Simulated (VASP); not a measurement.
Set up this calculation in VASP 6.6.1, as the native input.

* Task: relaxation of cell and atoms
* Functional: PBE
* Potentials or basis: VASP PAW PBE potentials, release 64 (Si, C)
* Cutoff: 600 eV
* k mesh: 10 × 10 × 3
* Occupations: gaussian, width 0.01 eV
* Spin: no spin polarisation
* Dipole correction: no
* Further INCAR settings: ALGO = Normal; EDIFF = 1e-06; IBRION = 2; EDIFFG = -0.005; NSW = 80; ISIF = 3

The structure of SiC (4H-SiC (P6_3mc)) lies in POSCAR:

```
SiC
1.0
    3.0756941000      0.0000000000      0.0000000000
   -1.5378471000      2.6636293000      0.0000000000
    0.0000000000      0.0000000000     10.0706465000
Si C
4 4
Direct
    0.6666666700      0.3333333300      0.9378419800
    0.3333333300      0.6666666700      0.4378419800
    0.0000000000      0.0000000000      0.6878943800
    0.0000000000      0.0000000000      0.1878943800
    0.6666666700      0.3333333300      0.7498025900
    0.3333333300      0.6666666700      0.2498025900
    0.0000000000      0.0000000000      0.5004600500
    0.0000000000      0.0000000000      0.0004600500
```

These files were run (other wordings do the same):

INCAR

```
SYSTEM = SiC
PREC = Accurate ; ENCUT = 600
EDIFF = 1E-6 ; ISMEAR = 0
SIGMA = 0.01 ; LREAL = .FALSE.
LASPH = .TRUE. ; NELM = 100
ALGO = Normal ; ISIF = 3
LWAVE = .FALSE. ; LCHARG = .FALSE.
GGA = PE ; IBRION = 2
NSW = 80 ; EDIFFG = -0.005
```

KPOINTS

```
regular mesh
0
G
  10 10 3
  0 0 0
```

Potentials or basis: VASP PAW PBE potentials, release 64 (Si, C).

Run with:

```console
$ cat potpaw_PBE.64/Si/POTCAR potpaw_PBE.64/C/POTCAR > POTCAR
$ mpirun -np 1 vasp_std > vasp.out
```

It gave:

The relaxed volume is 10.49 Å³/atom. The relaxed cell is a = 3.093 Å, b = 3.093 Å, c = 10.126 Å, α = 90.00°, β = 90.00°, γ = 120.00° and the space group after relaxing (to 0.05 Å) is P6_3mc (No. 186). The energy gained by relaxing is 2.0 meV/atom. The ionic steps are 7, the pressure after relaxing is 0.0 GPa and the band gap on the k mesh is 2.22 eV, indirect (least direct gap 3.34 eV).

Wall time 110 s on 1 thread of Intel(R) Xeon(R) Platinum 8488C (Sapphire Rapids), with other jobs on the host, peak memory 0.25 GiB.
